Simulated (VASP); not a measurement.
The system is Si.

```
CELL_PARAMETERS angstrom
0.00000 2.73488 2.73488
2.73488 0.00000 2.73488
2.73488 2.73488 0.00000
ATOMIC_POSITIONS crystal
Si 0.50000 0.50000 0.50000
Si 0.75000 0.75000 0.75000
```

Base run:

- Program: VASP 6.6.1
- Functional: RPBE
- Potentials or basis: VASP PAW PBE potentials, release 64 (Si)
- Cutoff: 500 eV
- k mesh: 10 × 10 × 10
- Occupations: gaussian, width 0.02 eV
- Spin: no spin polarisation

Its results: band gap on the k mesh 0.68 eV (least direct gap 2.56 eV); pressure 1.3 GPa.

Q: The run is repeated on the same cell with these changes: functional from RPBE to LDA; potentials or basis from VASP PAW PBE potentials, release 64 (Si) to VASP PAW LDA potentials, release 64 (Si). What comes out?

A: Band gap on the k mesh 0.51 eV (least direct gap 2.51 eV); pressure -3.3 GPa.

Caveats: the PAW data sets were made with another functional, which shifts forces and pressure a little (at least some runs); the cell stands under tension (at least some runs).

A k mesh can miss the band edges.
